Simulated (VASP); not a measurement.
## Cd3TeSe2: single point with PBE

Cd3TeSe2:

```
Cd Te Se
1.0
     4.48156    0.00000    0.00000
    -2.24078    3.88114    0.00000
     0.00000    0.00000   10.98006
Cd Te Se
3 1 2
Direct
  0.00000 0.00000 0.00035
  0.33333 0.66667 0.67972
  0.66667 0.33333 0.31931
  0.33333 0.66667 0.41934
  0.00000 0.00000 0.75560
  0.66667 0.33333 0.07568
```

| Property | Result |
| --- | --- |
| Program | VASP 6.6.1 |
| Task | single point |
| Functional | PBE |
| Potentials or basis | VASP PAW PBE potentials, release 64 (Cd, Te, Se) |
| Cutoff | 520 eV |
| k mesh | 12 × 12 × 4 |
| Occupations | gaussian, width 0.01 eV |
| Spin | no spin polarisation |
| Dipole correction | no |
| Further INCAR settings | ALGO = Normal; EDIFF = 1e-06; NBANDS = 36 |

```json
{
  "Pressure": "0.2 GPa",
  "Largest force": "0.010 eV/Å",
  "Band gap on the k mesh": "0.09 eV"
}
```

Forces on the atoms (eV/Å):
```
Cd   0.000  0.000  0.005
Cd   0.000  0.000 -0.008
Cd   0.000  0.000  0.010
Te   0.000  0.000  0.003
Se   0.000  0.000 -0.005
Se   0.000  0.000 -0.005
```

Levels at points of the mesh, in eV from the valence-band top:
```csv
k point,band 23,band 24,band 25,band 26,band 27,band 28,band 29,band 30,band 31,band 32
"(0.00, 0.00, 0.00)",-0.84,-0.84,-0.37,0.00,0.00,0.09,1.57,2.34,5.05,5.15
"(0.50, 0.00, 0.00)",-2.02,-1.84,-1.65,-1.49,-0.93,2.55,2.65,2.95,2.99,4.81
"(0.00, 0.00, 0.50)",-1.15,-0.77,-0.77,-0.04,-0.04,1.19,1.35,2.27,4.65,5.37
"(0.50, 0.00, 0.50)",-2.18,-1.99,-1.66,-0.99,-0.83,1.77,2.90,3.16,3.60,3.99
```

It took 6.1 min on 1 thread of Intel(R) Xeon(R) Platinum 8259CL CPU @ 2.50GHz (Skylake/Cascade Lake), with other jobs on the host, peak memory 0.61 GiB.

Caveat: spin-orbit coupling is left out, which moves the levels of the heavy elements.
